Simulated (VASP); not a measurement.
Set up this calculation in VASP 6.6.1, as the native input.

```yaml
Task: single point
Functional: PBE
Potentials_or_basis: VASP PAW PBE potentials, release 64 (Rh_pv)
Cutoff: 520 eV
k_mesh: 18 × 18 × 10
Occupations: fermi-dirac, width 0.1 eV
Spin: no spin polarisation
Dipole_correction: no
Further_INCAR_settings: ALGO = Normal; EDIFF = 1e-06; NBANDS = 22
```

The structure of Rh lies in POSCAR:

```
Rh
1.0
    2.2656353745      0.0000000000      0.0000000000
   -1.1328176872      1.9620977900      0.0000000000
    0.0000000000      0.0000000000      3.6856250115
Rh
2
Direct
    0.3333333333      0.6666666667      0.2500000000
    0.6666666667      0.3333333333      0.7500000000
```

This isn't the form of Rh at room conditions, which is fcc.

These files were run (other wordings do the same):

INCAR

```
SYSTEM = Rh
PREC = Accurate ; ENCUT = 520
EDIFF = 1E-6 ; ISMEAR = -1
SIGMA = 0.1 ; LREAL = .FALSE.
LASPH = .TRUE. ; NELM = 60
ALGO = Normal ; ISIF = 2
LWAVE = .FALSE. ; LCHARG = .TRUE.
GGA = PE ; LELF = .TRUE.
LVHAR = .TRUE. ; NBANDS = 22
```

KPOINTS

```
Automatic mesh
0
G
  18 18 10
  0 0 0
```

Potentials or basis: VASP PAW PBE potentials, release 64 (Rh_pv).

The run is started by

```sh
$ cat potpaw_PBE.64/Rh_pv/POTCAR > POTCAR
$ mpirun -np 1 vasp_std > vasp.out
```

It gave:

```
Pressure               : 531.5 GPa
Band gap on the k mesh : zero (bands 15 and 16 overlap by 5.18 eV)
```

Caveat: the cell stands under pressure.

Wall time 29 s on 1 thread of Intel(R) Xeon(R) 6975P-C (Granite Rapids) (shared host), peak memory 0.18 GiB.
